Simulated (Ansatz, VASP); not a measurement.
SnGeTe3: VASP beside Ansatz

INCAR

```
PREC = Accurate
ENCUT = 520
EDIFF = 1E-7
ISMEAR = 0
SIGMA = 0.1
LREAL = F
LASPH = T
NELM = 60
ALGO = Normal
ISIF = 2
LWAVE = F
LCHARG = F
GGA = PE
NBANDS = 31
```

The input KPOINTS:

```
regular mesh
0
Gamma
  4 4 4
```

File POSCAR:

```
SnGeTe3
1.0
    5.1793830700      0.0000000000      0.0000000000
    0.0000000000      5.1793830700      0.0000000000
    0.0000000000      0.0000000000      5.1717832600
Sn Ge Te
1 1 3
Direct
    0.0000000000      0.0000000000      0.9967579800
    0.5000000000      0.5000000000      0.4850699900
    0.5000000000      0.0000000000      0.4853650000
    0.5000000000      0.5000000000      0.9850419800
    0.0000000000      0.5000000000      0.4853650000
```

Input for Ansatz:

```yaml
crystal:
  lattice:
    - [5.17938307, 0.0, 0.0]
    - [0.0, 5.17938307, 0.0]
    - [0.0, 0.0, 5.17178326]
  atoms:
    - { symbol: Sn, position: [0.0, 0.0, 0.99675798] }
    - { symbol: Ge, position: [0.5, 0.5, 0.48506999] }
    - { symbol: Te, position: [0.5, 0.0, 0.485365] }
    - { symbol: Te, position: [0.5, 0.5, 0.98504198] }
    - { symbol: Te, position: [0.0, 0.5, 0.485365] }
basis:
  ecutwfc: 420
kpoints:
  mp_grid: { grid: [4, 4, 4] }
hamiltonian:
  xc: pbe
scf:
  occupations: { method: gaussian, width: 0.1 }
  lower_state_search: "off"
output:
  forces: true
  stress: true
  eigenvalues: true
```

Change from the starting cell: species swapped into the KCrCl3 type (P4mm, No. 99).

Alike in both runs: task single point; functional PBE; k mesh 4 × 4 × 4; occupations gaussian, width 0.1 eV; no spin polarisation.

|  | VASP | Ansatz |
| --- | --- | --- |
| version | VASP 6.6.1 | Ansatz 0.2.0 |
| potentials or method | VASP PAW PBE potentials, release 64 (Sn_d, Ge_d, Te), cutoff 520 eV | scalar-relativistic, plane waves, PAW |
| valence electrons in the cell | 46 | 76 |

|  | VASP | Ansatz | Ansatz less VASP |
| --- | --- | --- | --- |
| gap on the k mesh at the Fermi level (eV) | none | none | - |
| pressure (GPa) | 9.1 | 9.1 | -0.01 |
| traceless stress, the component that is largest in VASP (GPa) | 0.07 | 0.07 | 0.000 |
| rms of the force components (eV/Å) | 0.041 | 0.041 | +0.0003 |

Atom by atom the forces differ by 0.000 eV/Å (rms over components). A gap of «none» marks a metal or a gap that the smearing closes. The functional is the same, so the differences come from potentials, cutoffs and numerics. VASP's potentials hold 46 valence electrons a cell and Ansatz's 76, so a difference there can come from the potentials and not from the codes.

Spin-orbit coupling is off throughout.
